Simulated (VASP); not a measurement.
# Ga8Se3S5 (Pm) in VASP: single point with PBE+D3(BJ)

Aim: the single point of Ga8Se3S5 with PBE+D3(BJ).

All numbers are computed with VASP 6.6.1; they aren't measurements. Logs are shortened: lines on timing, memory, paths and dates and some standing lists are left out, and cuts for length are marked.

### Step 1. The cell of the first run

Symmetry: Pm, No. 6, monoclinic system. The conventional cell has a = 6.332 Å, b = 3.658 Å, c = 15.698 Å, α = 90.00°, β = 90.30°, γ = 90.00°. Ga (site symmetry m) has 1 S at 2.34 Å and 1 Ga at 2.44 Å and 2 Se at 2.45 Å within 3.1 Å. Ga (site symmetry m) has 2 S at 2.35 Å and 1 Ga at 2.45 Å and 1 Se at 2.46 Å within 3.1 Å. Within 3.1 Å of Ga (site symmetry m) lie 1 S at 2.34 Å and 1 Ga at 2.44 Å and 2 Se at 2.45 Å. Within 3.1 Å of Ga (site symmetry m) lie 2 S at 2.35 Å and 1 Ga at 2.45 Å and 1 Se at 2.46 Å. Within 3.1 Å of Ga (site symmetry m) lie 3 S at 2.36 Å and 1 Ga at 2.44 Å. Ga (site symmetry m) has 3 S at 2.36 Å and 1 Ga at 2.45 Å within 3.1 Å. Within 3.1 Å of Ga (site symmetry m) lie 1 S at 2.34 Å and 1 Ga at 2.44 Å and 2 Se at 2.45 Å. Within 3.1 Å of Ga (site symmetry m) lie 2 S at 2.35 Å and 1 Ga at 2.45 Å and 1 Se at 2.46 Å.

### Step 2. Single point, PBE+D3(BJ)

INCAR

```
PREC = Accurate
ENCUT = 520
EDIFF = 1E-7
ISMEAR = 0
SIGMA = 0.02
LREAL = Auto
LASPH = True
NELM = 60
ALGO = Normal
ISIF = 2
LWAVE = False
LCHARG = False
GGA = PE
IVDW = 12
NBANDS = 90
```

KPOINTS

```
regular mesh
0
Gamma
  4 4 1
```

POSCAR

```
Ga8Se3S5
1.0
    7.3125073938     -0.0021605485      0.0167409952
   -1.8290623909      3.1680289941      0.0000000000
    0.0361122138      0.0208493963     15.6982674256
Ga Se S
8 3 5
Direct
    0.1659718411      0.6659718411      0.1750442666
    0.6753689975      0.6753689975      0.1747070039
    0.3366588121      0.3366588121      0.6707913832
    0.8259429090      0.3259429090      0.6704469833
    0.1674593682      0.6674593682      0.3307884505
    0.6702961489      0.6702961489      0.3307684904
    0.3347262125      0.3347262125      0.8262366720
    0.8236133051      0.3236133051      0.8264335595
    0.1654641303      0.6654641303      0.5935894221
    0.3385909955      0.3385909955      0.0974774636
    0.1609073653      0.6609073653      0.9034526597
    0.6655892489      0.6655892489      0.6021477234
    0.8381252323      0.3381252323      0.1067068859
    0.6620649621      0.6620649621      0.8951016458
    0.3352209795      0.3352209795      0.3973710826
    0.8339994919      0.3339994919      0.3989363074
```

Potentials or basis: VASP PAW PBE potentials, release 64 (Ga_d, Se, S).

Run with:

```bash
cat potpaw_PBE.64/Ga_d/POTCAR potpaw_PBE.64/Se/POTCAR potpaw_PBE.64/S/POTCAR > POTCAR
mpirun -np 1 vasp_std > vasp.out
```

OUTCAR:

```text
PREC = Accurate
   ENCUT = 520
   EDIFF = 1E-7
   ISMEAR = 0
   LREAL = Auto
   LASPH = True
   NELM = 60
   ISIF = 2
   GGA = PE
   IVDW = 12
 IVDW          = 12

 ion  position               nearest neighbor table
   1  0.166  0.666  0.175-  13 2.34   5 2.44  10 2.45  10 2.45
   2  0.675  0.675  0.175-  13 2.35  13 2.35   6 2.45  10 2.46
   3  0.337  0.337  0.671-  12 2.34   7 2.44   9 2.45   9 2.45
   4  0.826  0.326  0.670-  12 2.35  12 2.35   8 2.45   9 2.46
   5  0.167  0.667  0.331-  15 2.36  15 2.36  16 2.36   1 2.44
   6  0.670  0.670  0.331-  15 2.36  16 2.36  16 2.36   2 2.45
   7  0.335  0.335  0.826-  14 2.34   3 2.44  11 2.45  11 2.45
   8  0.824  0.324  0.826-  14 2.35  14 2.35   4 2.45  11 2.46
   9  0.165  0.665  0.594-   3 2.45   3 2.45   4 2.46
  10  0.339  0.339  0.097-   1 2.45   1 2.45   2 2.46
  11  0.161  0.661  0.903-   7 2.45   7 2.45   8 2.46
  12  0.666  0.666  0.602-   3 2.34   4 2.35   4 2.35
  13  0.838  0.338  0.107-   1 2.34   2 2.35   2 2.35
  14  0.662  0.662  0.895-   7 2.34   8 2.35   8 2.35
  15  0.335  0.335  0.397-   6 2.36   5 2.36   5 2.36
  16  0.834  0.334  0.399-   6 2.36   6 2.36   5 2.36

  LATTYP: Found a simple monoclinic cell.
 ALAT       =     6.3317590270
 B/A-ratio  =     0.5777422623
 C/A-ratio  =     2.4792988394
 COS(beta)  =    -0.0053002115

  Lattice vectors:

 A1 = (   5.4834450029,   3.1658684456,   0.0167409952)
 A2 = (   1.8290623909,  -3.1680289941,   0.0000000000)
 A3 = (  -0.0361122138,  -0.0208493963, -15.6982674256)

Analysis of symmetry for initial positions (statically):
=====================================================================
 Subroutine PRICEL returns:
 Original cell was already a primitive cell.

 Routine SETGRP: Setting up the symmetry group for a
 simple monoclinic supercell.

 Subroutine GETGRP returns: Found  2 space group operations
 (whereof  2 operations were pure point group operations)
 out of a pool of  4 trial point group operations.

The static configuration has the point symmetry C_1h.

Analysis of symmetry for dynamics (positions and initial velocities):
=====================================================================
 Subroutine PRICEL returns:
 Original cell was already a primitive cell.

 Routine SETGRP: Setting up the symmetry group for a
 simple monoclinic supercell.

 Subroutine GETGRP returns: Found  2 space group operations
 (whereof  2 operations were pure point group operations)
 out of a pool of  4 trial point group operations.

The dynamic configuration has the point symmetry C_1h.

 Subroutine INISYM returns: Found  2 space group operations
 (whereof  2 operations are pure point group operations),
 and found     1 'primitive' translations

----------------------------------------------------------------------------------------

                                     Primitive cell

  volume of cell :     363.6052

  direct lattice vectors                    reciprocal lattice vectors
     7.312507394 -0.002160549  0.016740995     0.136776291  0.078967828 -0.000419519
    -1.829062391  3.168028994  0.000000000     0.000094239  0.315708086 -0.000419519
     0.036112214  0.020849396 15.698267426    -0.000145861 -0.000084213  0.063701745

  length of vectors
     7.312526876  3.658124784 15.698322807     0.157936214  0.315708379  0.063701967

  position of ions in fractional coordinates (direct lattice)
     0.165971841  0.665971841  0.175044267
     0.675368998  0.675368998  0.174707004
     0.336658812  0.336658812  0.670791383
     0.825942909  0.325942909  0.670446983
     0.167459368  0.667459368  0.330788451
     0.670296149  0.670296149  0.330768490
[... 8 lines left out ...]
     0.335220980  0.335220980  0.397371083
     0.833999492  0.333999492  0.398936307

  ion indices of the primitive-cell ions
   primitive index   ion index
                 1           1
                 2           2
                 3           3
                 4           4
                 5           5
                 6           6
[... 8 lines left out ...]
                15          15
                16          16

----------------------------------------------------------------------------------------

 KPOINTS: regular mesh

Automatic generation of k-mesh.
 Grid dimensions read from file:
 generate k-points for:    4    4    1

 Generating k-lattice:

  Cartesian coordinates                     Fractional coordinates (reciprocal lattice)
     0.034194073  0.019741957 -0.000104880     0.250000000  0.000000000 -0.000000000
     0.000023560  0.078927021 -0.000104880    -0.000000000  0.250000000  0.000000000
    -0.000145861 -0.000084213  0.063701745     0.000000000 -0.000000000  1.000000000

  Length of vectors
     0.039484053  0.078927095  0.063701967

  Shift w.r.t. Gamma in fractional coordinates (k-lattice)
     0.000000000  0.000000000  0.000000000

 Subroutine IBZKPT returns following result:
 ===========================================

 Found      9 irreducible k-points:

 Following reciprocal coordinates:
            Coordinates               Weight
  0.000000  0.000000  0.000000      1.000000
  0.250000  0.000000  0.000000      2.000000
  0.500000  0.000000  0.000000      1.000000
 -0.000000  0.250000 -0.000000      4.000000
  0.250000  0.250000  0.000000      2.000000
 -0.250000  0.250000 -0.000000      2.000000
 -0.000000  0.500000 -0.000000      1.000000
  0.250000  0.500000  0.000000      2.000000
  0.500000  0.500000  0.000000      1.000000
   k-points           NKPTS =      9   k-points in BZ     NKDIM =      9   number of bands    NBANDS=     90
   number of dos      NEDOS =    301   number of ions     NIONS =     16
   total plane-waves  NPLWV = 181440
   dimension x,y,z NGX =    54 NGY =   28 NGZ =  120
   dimension x,y,z NGXF=   108 NGYF=   56 NGZF=  240
   ions per type =               8   3   5
   NGX,Y,Z   is equivalent  to a cutoff of  12.28, 12.72, 12.71 a.u.
   NGXF,Y,Z  is equivalent  to a cutoff of  24.55, 25.45, 25.42 a.u.
 SYSTEM =  unknown system
   PREC   = accura    normal or accurate (medium, high low for compatibility)
   ISTART =      0    job   : 0-new  1-cont  2-samecut
   ICHARG =      2    charge: 1-file 2-atom 10-const
   ISPIN  =      1    spin polarized calculation?
   LNONCOLLINEAR =      F non collinear calculations
   LSORBIT =      F    spin-orbit coupling
   LASPH  =      T    aspherical Exc in radial PAW
   ENCUT  =  520.0 eV  38.22 Ry    6.18 a.u.  13.60  6.80 29.19*2*pi/ulx,y,z
   NELM   =     60;   NELMIN=  2; NELMDL= -5     # of ELM steps
   EDIFF  = 0.1E-06   stopping-criterion for ELM
   LREAL  =      T    real-space projection
   EDIFFG = 0.1E-05   stopping-criterion for IOM
   NSW    =      0    number of steps for IOM
   IBRION =     -1    ionic relax: 0-MD 1-quasi-New 2-CG
   NFREE  =      0    steps in history (QN), initial steepest desc. (CG)
   ISIF   =      2    stress and relaxation
   ISYM   =      2    0-nonsym 1-usesym 2-fastsym
   POTIM  = 0.5000    time-step for ionic-motion
   TEBEG  =    0.0;   TEEND  =   0.0 temperature during run
   PSTRESS=    0.0 pullay stress
   NELECT =     152.0000    total number of electrons
   NUPDOWN=      -1.0000    fix difference up-down
   EMIN   =  10.00;   EMAX   =-10.00  energy-range for DOS
   EFERMI =   0.00;   METHOD = LEGACY
   ISMEAR =     0;   SIGMA  =   0.02  broadening in eV -4-tet -1-fermi 0-gaus
   EFERMI_NEDOS =   21; number of points for ismear=-14 and -15
   IALGO  =     38    algorithm
   IMIX   =      4    mixing-type and parameters
     AMIX     =   0.40;   BMIX     =  1.00
     AMIX_MAG =   1.60;   BMIX_MAG =  1.00
  volume/ion in A,a.u.               =      22.73       153.36
  Fermi-wavevector in a.u.,A,eV,Ry     =   1.224088  2.313191 20.386857  1.498392
  Thomas-Fermi vector in A             =   2.359175
   LORBIT       =      0    0 simple, 1 ext, 2 COOP (PROOUT), +10 PAW based schemes
   GGA     = PE    functional components
   LHFCALC =     F    Hartree Fock is set to
   AEXX    =    0.0000 exact exchange contribution
   IVDW    =    12    specifies the selected vdW correction
   LEPSILON=     F    determine dielectric tensor
   LRPA    =     F    only Hartree local field effects (RPA)
 non-spin polarized calculation
 Gauss-broadening in eV      SIGMA  =   0.02
  energy-cutoff  :      520.00
  volume of cell :      363.61
 maximum number of plane-waves:      9808
   NGX = 27   NGY = 13   NGZ = 59

 number of electron     151.9999983 magnetization

 Free energy of the ion-electron system (eV)
  ---------------------------------------------------
  ext. energy  EPLUGINS =         0.00000000
  ---------------------------------------------------
  free energy    TOTEN  =       -63.93428536 eV

  energy without entropy =      -63.93428536  energy(sigma->0) =      -63.93428536

 E-fermi :   3.8207     XC(G=0):  -9.3759

 val. band max:        3.6996899658   @ k =   0.0000   0.0000   0.0000
 cond. band min:       5.0247035751   @ k =   0.0000   0.0000   0.0000
 fundamental gap:      1.3250136094
 Fermi energy:         3.8206616107

 k-point     1 :       0.0000    0.0000    0.0000
  band No.  band energies     occupation
      1     -11.5395      2.00000
      2     -11.4283      2.00000
      3     -11.4194      2.00000
      4     -11.4014      2.00000
      5     -11.3413      2.00000
      6     -11.3404      2.00000
[... 80 lines left out ...]
     87       7.7014      0.00000
     88       7.8167      0.00000

 k-point     2 :       0.2500    0.0000    0.0000
  band No.  band energies     occupation
      1     -11.5206      2.00000
      2     -11.4241      2.00000
      3     -11.4028      2.00000
      4     -11.3994      2.00000
      5     -11.3438      2.00000
      6     -11.3254      2.00000
[... 626 lines left out ...]
     87       7.9750      0.00000
     88       7.9987      0.00000

 k-point     9 :       0.5000    0.5000    0.0000
  band No.  band energies     occupation
      1     -11.5316      2.00000
      2     -11.5258      2.00000
      3     -11.4430      2.00000
      4     -11.4363      2.00000
      5     -11.3786      2.00000
      6     -11.3670      2.00000
[... 80 lines left out ...]
     87       8.1850      0.00000
     88       8.1994      0.00000
 [bands above 88 left out]

------------------------ aborting loop because EDIFF is reached ----------------------------------------

 Edisp (eV)   -4.45976

 E8    (eV) :    -1.8958

  FORCE on cell =-STRESS in cart. coord.  units (eV):
  Direction    XX          YY          ZZ          XY          YZ          ZX
  --------------------------------------------------------------------------------------
  -------------------------------------------------------------------------------------
  Total       0.18224     0.86310     0.25112    -0.58964     0.00085     0.00147
  in kB       0.80301     3.80315     1.10651    -2.59819     0.00373     0.00646
  external pressure =        1.90 kB  Pullay stress =        0.00 kB

 VOLUME and BASIS-vectors are now :
 -----------------------------------------------------------------------------
  energy-cutoff  :      520.00
  volume of cell :      363.61
      direct lattice vectors                 reciprocal lattice vectors
     7.312507394 -0.002160549  0.016740995     0.136776291  0.078967828 -0.000419519
    -1.829062391  3.168028994  0.000000000     0.000094239  0.315708086 -0.000419519
     0.036112214  0.020849396 15.698267426    -0.000145861 -0.000084213  0.063701745

 POSITION                                       TOTAL-FORCE (eV/Angst)
 -----------------------------------------------------------------------------------
      0.00189      2.11311      2.75067        -0.022544     -0.013016      0.021352
      3.70966      2.14177      2.75390         0.007556      0.004363      0.016134
      1.87027      1.07980     10.53590         0.020885      0.012058      0.020749
      5.46776      1.04479     10.53868        -0.008417     -0.004860      0.013320
      0.01567      2.12107      5.19561        -0.005031     -0.002905     -0.009339
      3.68748      2.12897      5.20371        -0.003874     -0.002236     -0.009850
[... 8 lines left out ...]
      1.85252      1.06955      6.24365         0.002623      0.001515     -0.000466
      5.50213      1.06464      6.27657         0.004756      0.002746     -0.010129
 -----------------------------------------------------------------------------------
    total drift:                               -0.007353     -0.004111      0.005012

  FREE ENERGIE OF THE ION-ELECTRON SYSTEM (eV)
  ---------------------------------------------------
  free  energy   TOTEN  =       -68.3940435483 eV

  energy  without entropy=      -68.3940435483  energy(sigma->0) =      -68.39404355
```

Wall time 6.3 min (1 thread of Intel Xeon 6975P-C (Granite Rapids), shared host); peak memory 0.51 GiB.

What came out:

| Quantity | Value |
| --- | --- |
| Free energy | -68.3940 eV |
| Pressure | 0.2 GPa |
| Largest force | 0.034 eV/Å |
| Band gap on the k mesh | 1.32 eV, direct |
| Dispersion energy per atom | -0.279 eV |

Forces on the atoms (eV/Å):
```
Ga  -0.023 -0.013  0.021
Ga   0.008  0.004  0.016
Ga   0.021  0.012  0.021
Ga  -0.008 -0.005  0.013
Ga  -0.005 -0.003 -0.009
Ga  -0.004 -0.002 -0.010
Ga   0.023  0.013 -0.018
Ga  -0.006 -0.003 -0.013
Se  -0.008 -0.004 -0.016
Se   0.005  0.003 -0.015
Se  -0.003 -0.002  0.014
S   -0.007 -0.004  0.007
S    0.008  0.005  0.007
S   -0.008 -0.005 -0.008
S    0.003  0.002  0.000
S    0.005  0.003 -0.010
```

Stress tensor (GPa, compression positive):
```
 0.08 -0.26  0.00
-0.26  0.38  0.00
 0.00  0.00  0.11
```

Levels at points of the mesh, in eV from the valence-band top:
```csv
k point,band 73,band 74,band 75,band 76,band 77,band 78,band 79,band 80
"(0.00, 0.00, 0.00)",-1.19,-1.15,-1.03,0.00,1.33,1.43,1.48,1.93
"(0.50, 0.00, 0.00)",-1.10,-1.00,-0.73,-0.58,2.09,2.13,2.44,2.48
"(0.00, 0.50, 0.00)",-2.27,-2.20,-1.73,-1.71,1.42,1.42,1.49,1.51
"(0.50, 0.50, 0.00)",-1.85,-1.85,-1.41,-1.37,2.14,2.19,2.57,2.61
```

Caveat: the k points lie up to 0.50 Å⁻¹ apart. A k mesh can miss the band edges.
